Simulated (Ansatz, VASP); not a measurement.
## MgSc2C2: VASP beside Ansatz

```
Mg Sc C
1.0
     4.21395    0.00000    0.00000
    -2.10698    3.64939    0.00000
     0.00000    0.00000    5.49080
Mg Sc C
1 2 2
Direct
  0.00000 0.00000 0.00000
  0.33333 0.66667 0.50000
  0.66667 0.33333 0.50000
  0.00000 0.00000 0.37277
  0.00000 0.00000 0.62723
```

Alike in both runs: functional PBE; k mesh 12 × 12 × 8; occupations gaussian, width 0.1 eV; no spin polarisation.

Ansatz relaxed the structure, and its values are those at the end. VASP's run is a single point on that final structure, the one shown.

```csv
,VASP,Ansatz
version,VASP 6.6.1,Ansatz 0.2.0
potentials or method,"VASP PAW PBE potentials, release 64 (Mg_sv, Sc_sv, C), cutoff 750 eV","scalar-relativistic, plane waves, PAW"
valence electrons in the cell,40,40
```

|  | VASP | Ansatz | Ansatz less VASP |
| --- | --- | --- | --- |
| gap on the k mesh at the Fermi level (eV) | none | none | - |
| pressure (GPa) | 0.2 | 0.0 | -0.18 |
| rms of the force components (eV/Å) | 0.018 | 0.001 | -0.0168 |

A gap of «none» marks a metal or a gap that the smearing closes.
